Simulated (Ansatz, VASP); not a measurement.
One calculation of Pd, two programs

The input INCAR:

```
PREC = Accurate
ENCUT = 500
EDIFF = 1E-7
ISMEAR = -1
SIGMA = 0.08
LREAL = F
LASPH = T
NELM = 120
ALGO = Normal
ISIF = 3
LWAVE = F
LCHARG = F
GGA = CA
IBRION = 2
NSW = 60
EDIFFG = -0.005
GGA_COMPAT = F
NELMIN = 4
```

The input KPOINTS:

```
regular mesh
0
Gamma
  19 19 19
```

POSCAR

```
Pd
1.0
    0.0000000000      1.9224484100      1.9224484100
    1.9224484100      0.0000000000      1.9224484100
    1.9224484100      1.9224484100      0.0000000000
Pd
1
Direct
    0.0000000000      0.0000000000      0.0000000000
```

Input for Ansatz:

```yaml
crystal:
  lattice:
    - [0.0, 1.92244841, 1.92244841]
    - [1.92244841, 0.0, 1.92244841]
    - [1.92244841, 1.92244841, 0.0]
  atoms:
    - { symbol: Pd, position: [0.0, 0.0, 0.0] }
kpoints:
  mp_grid: { grid: [19, 19, 19] }
scf:
  occupations: { method: fermi_dirac, width: 0.08 }
hamiltonian:
  xc: lda
  pseudopotentials: { kind: paw }
output:
  forces: true
  stress: true
  write_density: true
  write_potential: true
  elf: true
  volumetric_format: npy
relax:
  f_tol: 0.005
  max_steps: 40
  cell: {}
```

Alike in both runs: task relaxation of cell and atoms; functional LDA; k mesh 19 × 19 × 19; occupations fermi-dirac, width 0.08 eV; no spin polarisation.

|  | VASP | Ansatz |
| --- | --- | --- |
| version | VASP 6.6.1 | Ansatz 0.2.0 |
| potentials or method | VASP PAW LDA potentials, release 64 (Pd) | PAW with Ansatz's default frozen-core files, scalar-relativistic |
| plane-wave cutoff (eV) | 500 | 420 |
| valence electrons in the cell | 10 | 18 |

Ansatz gave:

| Item | Value |
| --- | --- |
| relaxed volume (Å³/atom) | 14.17 |
| relaxed cell length with the largest relative difference (Å) | 2.716 |

Question: Estimate VASP's values.

Answer: Relaxed volume (Å³/atom): 14.19; relaxed cell length with the largest relative difference (Å): 2.717.

LDA's correlation is that of Perdew and Zunger in VASP and of Perdew and Wang (1992) in Ansatz. VASP's potentials hold 10 valence electrons a cell and Ansatz's 18, so a difference there can come from the potentials and not from the codes.
